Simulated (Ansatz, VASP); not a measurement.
## Two plane-wave programs on Cs

```
Cs
1.0
     0.00000    3.64925    3.64925
     3.64925    0.00000    3.64925
     3.64925    3.64925    0.00000
Cs
1
Cartesian
  0.0000 0.0000 0.0000
```

Alike in both runs: task single point; functional PBEsol; k mesh 8 × 8 × 8; occupations fermi-dirac, width 0.1 eV; no spin polarisation.

|  | VASP | Ansatz |
| --- | --- | --- |
| version | VASP 6.6.1 | Ansatz 0.2.0 |
| potentials or method | VASP PAW PBE potentials, release 64 (Cs_sv), cutoff 520 eV | plane waves (420 eV) with PAW, scalar-relativistic |
| valence electrons in the cell | 9 | 9 |

|  | VASP | Ansatz | Ansatz less VASP |
| --- | --- | --- | --- |
| pressure (GPa) | 0.3 | 0.3 | +0.01 |

VASP's potentials were made for PBE, not for PBEsol, and Ansatz warns of the same on its side. With one functional, cell and mesh, what is left measures potentials, basis and numerics.

Neither program's run includes spin-orbit coupling.
